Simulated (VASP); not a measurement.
# AlN (P6_3mc) in VASP: notebook

Aim: see how the results for AlN move with the level of theory and the settings. Levels: PBEsol, r2SCAN+rVV10. Tasks: single point, relaxation of cell and atoms.

Everything below comes from runs of VASP 6.6.1. Logs are shortened: lines on timing, memory, paths and dates and some standing lists are left out, and cuts for length are marked.

**Experimental background.**

From “Structural and optical properties of self-assembled AlN nanowires grown on SiO2/Si substrates by molecular beam epitaxy”, 2024, arxiv:2402.00216, for a bulk crystal of AlN at 0 K: band gap 6.0343 eV (an exciton energy, a little under the gap).

“Self-assembly of well-separated AlN nanowires directly on sputtered metallic TiN films”, 2019, arxiv:1910.07391 quotes, for a bulk crystal of AlN at 10 K: band gap 6.034 eV (an exciton energy, a little under the gap).

The runs below are set against these values where they give the same quantity.

## (1) The cell of the first run

It takes space group P6_3mc (No. 186, hexagonal). The conventional cell has a = 3.114 Å, b = 3.114 Å, c = 4.983 Å, α = 90.00°, β = 90.00°, γ = 120.00°. Within 2.5 Å of Al (site symmetry 3m) lie 4 N at 1.89 to 1.90 Å. Within 2.5 Å of N (site symmetry 3m) lie 4 Al at 1.89 to 1.90 Å.

## (2) Single point, PBEsol

INCAR reads:

```
SYSTEM = AlN
PREC = Accurate ; ENCUT = 520
EDIFF = 1E-6 ; ISMEAR = 1
SIGMA = 0.1 ; LREAL = .FALSE.
LASPH = .TRUE. ; NELM = 60
ALGO = Normal ; ISIF = 2
LWAVE = .FALSE. ; LCHARG = .FALSE.
GGA = PS ; NBANDS = 16
```

KPOINTS reads:

```
regular mesh
0
G
  12 12 4
  0 0 0
```

POSCAR reads:

```
AlN
1.0
    3.1137741398      0.0000000000      0.0000000000
   -1.5568870699      2.6966075067      0.0000000000
    0.0000000000      0.0000000000      4.9834760231
Al N
2 2
Direct
    0.3333333333      0.6666666667     -0.0009924801
    0.6666666667      0.3333333333      0.4990075199
    0.3333333333      0.6666666667      0.3809924801
    0.6666666667      0.3333333333      0.8809924801
```

Potentials or basis: VASP PAW PBE potentials, release 64 (Al, N).

Started as:

```bash
$ cat potpaw_PBE.64/Al/POTCAR potpaw_PBE.64/N/POTCAR > POTCAR
$ mpirun -np 1 vasp_std > vasp.out
```

OUTCAR:

```text
SYSTEM = AlN
   PREC = Accurate
   ENCUT = 520
   EDIFF = 1E-6
   ISMEAR = 1
   LREAL = .FALSE.
   LASPH = .TRUE.
   NELM = 60
   ISIF = 2
   GGA = PS

 ion  position               nearest neighbor table
   1  0.333  0.667  0.999-   4 1.89   4 1.89   4 1.89   3 1.90   2 3.07   2 3.07   2 3.07   2 3.07
                             2 3.07   2 3.07
   2  0.667  0.333  0.499-   3 1.89   3 1.89   3 1.89   4 1.90   1 3.07   1 3.07   1 3.07   1 3.07
                             1 3.07   1 3.07
   3  0.333  0.667  0.381-   2 1.89   2 1.89   2 1.89   1 1.90
   4  0.667  0.333  0.881-   1 1.89   1 1.89   1 1.89   2 1.90

  LATTYP: Found a hexagonal cell.
 ALAT       =     3.1137741398
 C/A-ratio  =     1.6004616261

  Lattice vectors:

 A1 = (   3.1137741398,   0.0000000000,   0.0000000000)
 A2 = (  -1.5568870699,   2.6966075067,   0.0000000000)
 A3 = (   0.0000000000,   0.0000000000,   4.9834760231)

Analysis of symmetry for initial positions (statically):
=====================================================================
 Subroutine PRICEL returns:
 Original cell was already a primitive cell.

 Routine SETGRP: Setting up the symmetry group for a
 hexagonal supercell.

 Subroutine GETGRP returns: Found 12 space group operations
 (whereof  6 operations were pure point group operations)
 out of a pool of 24 trial point group operations.

The static configuration has the point symmetry C_3v.
 The point group associated with its full space group is C_6v.

Analysis of symmetry for dynamics (positions and initial velocities):
=====================================================================
 Subroutine PRICEL returns:
 Original cell was already a primitive cell.

 Routine SETGRP: Setting up the symmetry group for a
 hexagonal supercell.

 Subroutine GETGRP returns: Found 12 space group operations
 (whereof  6 operations were pure point group operations)
 out of a pool of 24 trial point group operations.

The dynamic configuration has the point symmetry C_3v.
 The point group associated with its full space group is C_6v.

 Subroutine INISYM returns: Found 12 space group operations
 (whereof  6 operations are pure point group operations),
 and found     1 'primitive' translations

----------------------------------------------------------------------------------------

                                     Primitive cell

  volume of cell :      41.8444

  direct lattice vectors                    reciprocal lattice vectors
     3.113774140  0.000000000  0.000000000     0.321153672  0.185418159  0.000000000
    -1.556887070  2.696607507  0.000000000     0.000000000  0.370836318  0.000000000
[... 89 lines left out ...]
   EDIFF  = 0.1E-05   stopping-criterion for ELM
   LREAL  =      F    real-space projection
   EDIFFG = 0.1E-04   stopping-criterion for IOM
   NSW    =      0    number of steps for IOM
   IBRION =     -1    ionic relax: 0-MD 1-quasi-New 2-CG
   NFREE  =      0    steps in history (QN), initial steepest desc. (CG)
   ISIF   =      2    stress and relaxation
   ISYM   =      2    0-nonsym 1-usesym 2-fastsym
   POTIM  = 0.5000    time-step for ionic-motion
   TEBEG  =    0.0;   TEEND  =   0.0 temperature during run
   PSTRESS=    0.0 pullay stress
   NELECT =      16.0000    total number of electrons
   NUPDOWN=      -1.0000    fix difference up-down
   EMIN   =  10.00;   EMAX   =-10.00  energy-range for DOS
   EFERMI =   0.00;   METHOD = LEGACY
   ISMEAR =     1;   SIGMA  =   0.10  broadening in eV -4-tet -1-fermi 0-gaus
   EFERMI_NEDOS =   21; number of points for ismear=-14 and -15
   IALGO  =     38    algorithm
   IMIX   =      4    mixing-type and parameters
     AMIX     =   0.40;   BMIX     =  1.00
     AMIX_MAG =   1.60;   BMIX_MAG =  1.00
  volume/ion in A,a.u.               =      10.46        70.59
  Fermi-wavevector in a.u.,A,eV,Ry     =   1.188235  2.245439 19.210105  1.411903
  Thomas-Fermi vector in A             =   2.324369
   LORBIT       =      0    0 simple, 1 ext, 2 COOP (PROOUT), +10 PAW based schemes
   GGA     = PS    functional components
   LHFCALC =     F    Hartree Fock is set to
   AEXX    =    0.0000 exact exchange contribution
   IVDW    =     0    specifies the selected vdW correction
   LEPSILON=     F    determine dielectric tensor
   LRPA    =     F    only Hartree local field effects (RPA)
 non-spin polarized calculation
 Methfessel and Paxton  Order N= 1 SIGMA  =   0.10
  energy-cutoff  :      520.00
  volume of cell :       41.84
 maximum number of plane-waves:      1152
 NGX is ok and might be reduce to    24
   NGX = 11   NGY = 11   NGZ = 19

 number of electron      15.9999997 magnetization

 Free energy of the ion-electron system (eV)
  ---------------------------------------------------
  ext. energy  EPLUGINS =         0.00000000
  ---------------------------------------------------
  free energy    TOTEN  =       -31.31236567 eV

  energy without entropy =      -31.31250442  energy(sigma->0) =      -31.31241192

 E-fermi :   6.0985     XC(G=0): -11.0996

 val. band max:        6.0513887939   @ k =   0.0000   0.0000   0.0000
 cond. band min:      10.1623258962   @ k =   0.0000   0.0000   0.0000
 fundamental gap:      4.1109371023
 Fermi energy:         6.0984510444

 k-point     1 :       0.0000    0.0000    0.0000
  band No.  band energies     occupation
      1      -9.1105      2.00000
      2      -6.9306      2.00000
      3       0.0009      2.00000
      4       5.1730      2.00000
      5       5.1730      2.00000
      6       5.8273      2.00085
[... 433 lines left out ...]
      3       1.0064      2.00000
      4       1.9614      2.00000
      5       3.0184      2.00000
      6       4.3455      2.00000
[... 8 lines left out ...]
     15      18.3134      0.00000
     16      20.0632      0.00000

 [... further k-points ...]
[... 5 lines left out ...]
  --------------------------------------------------------------------------------------
  -------------------------------------------------------------------------------------
  Total       -0.0159091     -0.0159091     -0.0136951      0.0000000      0.0000000     -0.0000000
  in kB       -0.6091438     -0.6091438     -0.5243714      0.0000000      0.0000000     -0.0000000
  external PRESSURE =      -0.5808863 kB  Pullay stress =       0.0000000 kB

 VOLUME and BASIS-vectors are now :
 -----------------------------------------------------------------------------
  energy-cutoff  :      520.00
  volume of cell :       41.84
      direct lattice vectors                 reciprocal lattice vectors
     3.113774140  0.000000000  0.000000000     0.321153672  0.185418159  0.000000000
    -1.556887070  2.696607507  0.000000000     0.000000000  0.370836318  0.000000000
     0.000000000  0.000000000  4.983476023     0.000000000  0.000000000  0.200663151

 POSITION                                       TOTAL-FORCE (eV/Angst)
 -----------------------------------------------------------------------------------
     -0.00000      1.79774      4.97853         0.000000     -0.000000     -0.000465
      1.55689      0.89887      2.48679        -0.000000      0.000000     -0.000465
     -0.00000      1.79774      1.89867        -0.000000     -0.000000      0.000465
      1.55689      0.89887      4.39040         0.000000      0.000000      0.000465
 -----------------------------------------------------------------------------------
    total drift:                               -0.000000      0.000000      0.000573

  FREE ENERGIE OF THE ION-ELECTRON SYSTEM (eV)
  ---------------------------------------------------
  free  energy   TOTEN  =       -31.3123656671 eV

  energy  without entropy=      -31.3125044172  energy(sigma->0) =      -31.31241192
```

OSZICAR:

```text
N       E                     dE             d eps       ncg     rms          rms(c)
DAV:   1     0.388346848011E+02    0.38835E+02   -0.72183E+03  1824   0.888E+02
DAV:   2    -0.323391724957E+02   -0.71174E+02   -0.65392E+02  2552   0.186E+02
DAV:   3    -0.357377242950E+02   -0.33986E+01   -0.33902E+01  2248   0.420E+01
DAV:   4    -0.357580371042E+02   -0.20313E-01   -0.20312E-01  2272   0.365E+00
DAV:   5    -0.357583024386E+02   -0.26533E-03   -0.26533E-03  2304   0.422E-01    0.117E+01
DAV:   6    -0.313642606501E+02    0.43940E+01   -0.95559E+00  2184   0.223E+01    0.418E+00
DAV:   7    -0.313497051416E+02    0.14556E-01   -0.61423E-01  1976   0.544E+00    0.289E+00
DAV:   8    -0.313169077350E+02    0.32797E-01   -0.72068E-02  2080   0.227E+00    0.598E-01
DAV:   9    -0.313120804678E+02    0.48273E-02   -0.12489E-02  2336   0.831E-01    0.250E-01
DAV:  10    -0.313124402952E+02   -0.35983E-03   -0.13892E-03  2032   0.244E-01    0.156E-01
DAV:  11    -0.313123666472E+02    0.73648E-04   -0.11622E-04  2168   0.790E-02    0.334E-02
DAV:  12    -0.313123656671E+02    0.98017E-06   -0.51163E-06  2112   0.194E-02
   1 F= -.31312366E+02 E0= -.31312412E+02  d E =0.138750E-03
```

stdout:

```text
POSCAR found type information on POSCAR AlN
 POSCAR found :  2 types and       4 ions
 scaLAPACK will be used
 -----------------------------------------------------------------------------
|                                                                             |
|                                                                             |
|     You enforced a specific xc type in the INCAR file but a different       |
|     I HOPE YOU KNOW WHAT YOU ARE DOING!                                     |
|                                                                             |
 -----------------------------------------------------------------------------

 LDA part: xc-table for (Slater+PW92), standard interpolation
 POSCAR, INCAR and KPOINTS ok, starting setup
 FFT: planning ... GRIDC
 FFT: planning ... GRID_SOFT
 FFT: planning ... GRID
 WAVECAR not read
 entering main loop
```

Wall time 14 s (1 thread of Intel Xeon Platinum 8488C (Sapphire Rapids), shared host); peak memory 0.17 GiB.

Results:

```
Free energy            : -31.3124 eV
Pressure               : -0.1 GPa
Band gap on the k mesh : 4.11 eV, direct
```

Levels at points of the mesh, in eV from the valence-band top:
```tsv
k point	band 4	band 5	band 6	band 7	band 8	band 9	band 10	band 11	band 12	band 13
(0.00, 0.00, 0.00)	-0.88	-0.88	-0.22	-0.22	0.00	4.11	6.55	10.49	11.02	11.02
(0.50, 0.00, 0.00)	-4.20	-3.38	-2.11	-1.81	-0.70	5.66	5.67	8.07	10.15	10.78
(0.00, 0.00, 0.50)	-3.36	-0.56	-0.56	-0.56	-0.56	6.36	6.36	10.20	10.20	11.34
(0.50, 0.00, 0.50)	-5.65	-1.49	-1.49	-1.38	-1.38	5.17	5.17	9.12	9.12	11.71
```

Caveat: the PAW data sets were made with another functional, which shifts forces and pressure a little.

## (3) Single point, r2SCAN+rVV10

This run uses another cell than the first one, of 10.37 Å³/atom, 0.991 times its volume.

POSCAR reads:

```
AlN
1.0
    3.1033292120      0.0000000000      0.0000000000
   -1.5516646060      2.6875619339      0.0000000000
    0.0000000000      0.0000000000      4.9720695185
Al N
2 2
Direct
    0.3333333333      0.6666666667     -0.0008371489
    0.6666666667      0.3333333333      0.4991628511
    0.3333333333      0.6666666667      0.3808371489
    0.6666666667      0.3333333333      0.8808371489
```

INCAR.step1 reads:

```
SYSTEM = AlN
  ALGO = Normal
  EDIFF = 1E-4
  ENCUT = 520
  GGA = PE
  ISMEAR = 1
  LASPH = .TRUE.
  LCHARG = .FALSE.
  LREAL = .FALSE.
  LWAVE = .TRUE.
  NBANDS = 16
  NELM = 80
  PREC = Accurate
  SIGMA = 0.1
```

INCAR.step2 reads:

```
SYSTEM = AlN
  ALGO = Normal
  BPARAM = 11.95
  CPARAM = 0.0093
  EDIFF = 1E-6
  ENCUT = 520
  ISIF = 2
  ISMEAR = 1
  ISTART = 1
  IVDW_NL = 2
  LASPH = .TRUE.
  LCHARG = .FALSE.
  LMIXTAU = .TRUE.
  LREAL = .FALSE.
  LUSE_VDW = .TRUE.
  LWAVE = .FALSE.
  METAGGA = R2SCAN
  NBANDS = 16
  NELM = 80
  PREC = Accurate
  SIGMA = 0.1
```

KPOINTS reads:

```
k-points
0
G
  12 12 4
  0 0 0
```

Potentials or basis: VASP PAW PBE potentials, release 64 (Al, N).

Started as:

```bash
$ cat potpaw_PBE.64/Al/POTCAR potpaw_PBE.64/N/POTCAR > POTCAR
$ cp INCAR.step1 INCAR
$ mpirun -np 1 vasp_std > vasp.out
$ cp INCAR.step2 INCAR
$ mpirun -np 1 vasp_std > vasp.out
```

Run time: 74 s. Hardware: 1 thread of Intel Xeon Platinum 8488C (Sapphire Rapids), shared host; peak memory 0.28 GiB.

The run converged. Its results:

```
Free energy            : -38.0833 eV
Pressure               : -0.3 GPa
Band gap on the k mesh : 4.91 eV, direct
```

Forces on the atoms (eV/Å):
```
Al   0.000  0.000 -0.002
Al   0.000  0.000 -0.002
N    0.000  0.000  0.002
N    0.000  0.000  0.002
```

Levels at points of the mesh, in eV from the valence-band top:
```csv
k point,band 6,band 7,band 8,band 9,band 10,band 11
"(0.00, 0.00, 0.00)",-0.23,-0.23,0.00,4.91,7.53,11.61
"(0.50, 0.00, 0.00)",-2.15,-1.78,-0.71,6.42,6.53,9.05
"(0.00, 0.00, 0.50)",-0.57,-0.57,-0.57,7.25,7.25,11.31
"(0.50, 0.00, 0.50)",-1.51,-1.40,-1.40,5.97,5.97,10.14
```

Caveat: the PAW data sets were made with another functional, which shifts forces and pressure a little.

## (4) Relaxation of cell and atoms, PBEsol

INCAR reads:

```
SYSTEM = AlN
  PREC = Accurate
  ENCUT = 600
  EDIFF = 1E-7
  ISMEAR = 1
  SIGMA = 0.1
  LREAL = .False.
  LASPH = .True.
  NELM = 60
  ALGO = Normal
  ISIF = 3
  LWAVE = .False.
  LCHARG = .False.
  GGA = PS
  IBRION = 2
  NSW = 80
  EDIFFG = -0.03
```

KPOINTS reads:

```
Automatic mesh
0
Gamma
  12 12 4
  0 0 0
```

POSCAR reads:

```
AlN
1.0
    3.1130000000      0.0000000000      0.0000000000
   -1.5565000000      2.6959370000      0.0000000000
    0.0000000000      0.0000000000      4.9810000000
Al N
2 2
Direct
    0.3333333333      0.6666666667      0.0000000000
    0.6666666667      0.3333333333      0.5000000000
    0.3333333333      0.6666666667      0.3800000000
    0.6666666667      0.3333333333      0.8800000000
```

Started as:

```bash
$ cat potpaw_PBE.64/Al/POTCAR potpaw_PBE.64/N/POTCAR > POTCAR
$ mpirun -np 1 vasp_std > vasp.out
```

Run time: 43 s. Hardware: 1 thread of Intel Xeon Platinum 8488C (Sapphire Rapids), shared host; peak memory 0.18 GiB.

Results (log left out):

```
Free energy                            : -31.3155 eV
Relaxed volume                         : 10.46 Å³/atom
Relaxed cell                           : a = 3.111 Å, b = 3.111 Å, c = 4.990 Å, α = 90.00°, β = 90.00°, γ = 120.00°
Space group after relaxing (to 0.05 Å) : P6_3mc (No. 186)
Energy gained by relaxing              : 0.3 meV/atom
Ionic steps                            : 3
Pressure after relaxing                : 0.0 GPa
Largest force after relaxing           : 0.014 eV/Å
Band gap on the k mesh                 : 4.13 eV, direct
```

Forces on the atoms (eV/Å):
```
Al   0.000  0.000 -0.014
Al   0.000  0.000 -0.014
N    0.000  0.000  0.014
N    0.000  0.000  0.014
```

Stress tensor (GPa, compression positive):
```
 0.13  0.00  0.00
 0.00  0.13  0.00
 0.00  0.00 -0.32
```

The path:
| step | energy change (eV) | largest force (eV/Å) | pressure (GPa) | volume (Å³) |
| --- | --- | --- | --- | --- |
| 1 | 0.0000 | 0.1322 | 0.10 | 41.80 |
| 2 | -0.0002 | 0.0869 | -0.09 | 41.84 |
| 3 | -0.0012 | 0.0140 | -0.02 | 41.82 |

Final structure:
```
Al N
1.0
     3.11094    0.00000    0.00000
    -1.55547    2.69415    0.00000
     0.00000    0.00000    4.98998
Al N
2 2
Direct
  0.33333 0.66667 0.99933
  0.66667 0.33333 0.49933
  0.33333 0.66667 0.38067
  0.66667 0.33333 0.88067
```

Levels at points of the mesh, in eV from the valence-band top:
| k point | band 4 | band 5 | band 6 | band 7 | band 8 | band 9 | band 10 | band 11 | band 12 |
| --- | --- | --- | --- | --- | --- | --- | --- | --- | --- |
| (0.00, 0.00, 0.00) | -0.85 | -0.85 | -0.20 | -0.20 | 0.00 | 4.13 | 6.59 | 10.50 | 11.06 |
| (0.50, 0.00, 0.00) | -4.19 | -3.36 | -2.09 | -1.80 | -0.68 | 5.67 | 5.69 | 8.09 | 10.17 |
| (0.00, 0.00, 0.50) | -3.36 | -0.53 | -0.53 | -0.53 | -0.53 | 6.39 | 6.39 | 10.21 | 10.21 |
| (0.50, 0.00, 0.50) | -5.64 | -1.46 | -1.46 | -1.37 | -1.37 | 5.18 | 5.18 | 9.14 | 9.14 |

Caveat: the PAW data sets were made with another functional, which shifts forces and pressure a little. A k mesh can miss the band edges.

## (5) Summary

| task | level | cell | cutoff (eV) | gap on the mesh (eV) | pressure (GPa) |
| --- | --- | --- | --- | --- | --- |
| single point | PBEsol | a = 3.114, b = 3.114, c = 4.983 Å, angles 90.0, 90.0, 120.0°, 4 atoms | 520 | 4.11 | -0.1 |
| single point | r2SCAN+rVV10 | a = 3.103, b = 3.103, c = 4.972 Å, angles 90.0, 90.0, 120.0°, 4 atoms | 520 | 4.91 | -0.3 |
| relaxation of cell and atoms | PBEsol | relaxed from a = 3.113, b = 3.113, c = 4.981 Å, angles 90.0, 90.0, 120.0°, 4 atoms | 600 | 4.13 | 0.0 |

Alike in all rows: potentials or basis VASP PAW PBE potentials, release 64 (Al, N); no spin polarisation; k mesh 12 × 12 × 4; smearing methfessel-paxton 0.1 eV.

Caveats: the PAW data sets were made with another functional, which shifts forces and pressure a little.

Total energies depend on the potentials used, so only differences within one code and one set of settings carry meaning.

## (6) How close it comes

Step 2. Against the measured gap of AlN, 6.0343 eV (an exciton energy, a little under the gap; 0 K; quoted in “Structural and optical properties of self-assembled AlN nanowires grown on SiO2/Si substrates by molecular beam epitaxy”, 2024, arxiv:2402.00216), the calculated 4.11 eV is off by -1.92 eV. 2 values of this kind are on record (6.034 to 6.0343 eV); this one was drawn at random. The value is that of PBEsol on a finite k mesh, which can miss the band edges, without temperature or zero-point motion. Semilocal functionals fall short of measured gaps as a rule.

Step 3. A measured gap of AlN is 6.034 eV (an exciton energy, a little under the gap; 10 K; quoted in “Self-assembly of well-separated AlN nanowires directly on sputtered metallic TiN films”, 2019, arxiv:1910.07391); the calculated 4.91 eV misses it by -1.13 eV. 2 values of this kind are on record (6.034 to 6.0343 eV); this one was drawn at random. The value is that of r2SCAN+rVV10 on a finite k mesh, which can miss the band edges, without temperature or zero-point motion.
